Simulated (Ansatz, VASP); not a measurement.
InSb2 in VASP and in Ansatz

```
In Sb
1.0
     0.00000    3.45205    3.45205
     3.45205    0.00000    3.45205
     3.45205    3.45205    0.00000
In Sb
1 2
Direct
  0.00000 0.00000 0.00000
  0.25000 0.25000 0.25000
  0.75000 0.75000 0.75000
```

Change from the starting cell: species swapped into the In2Pt type (Fm-3m, No. 225).

Alike in both runs: task single point; functional PBE; k mesh 4 × 4 × 4; occupations gaussian, width 0.1 eV; no spin polarisation.

```csv
,VASP,Ansatz
version,VASP 6.6.1,Ansatz 0.2.0
potentials or method,"VASP PAW PBE potentials, release 64 (In_d, Sb), cutoff 520 eV","scalar-relativistic, plane waves, PAW"
valence electrons in the cell,23,43
```

Ansatz gave:

* gap on the k mesh at the Fermi level (eV): none
* pressure (GPa): 9.2

Estimate VASP's values.

gap on the k mesh at the Fermi level (eV): none; pressure (GPa): 9.1.

A gap of «none» marks a metal or a gap that the smearing closes. The functional is the same, so the differences come from potentials, cutoffs and numerics. VASP's potentials hold 23 valence electrons a cell and Ansatz's 43, so a difference there can come from the potentials and not from the codes.

The k mesh is coarse, so the values compare programs but aren't converged. Neither program's run includes spin-orbit coupling.
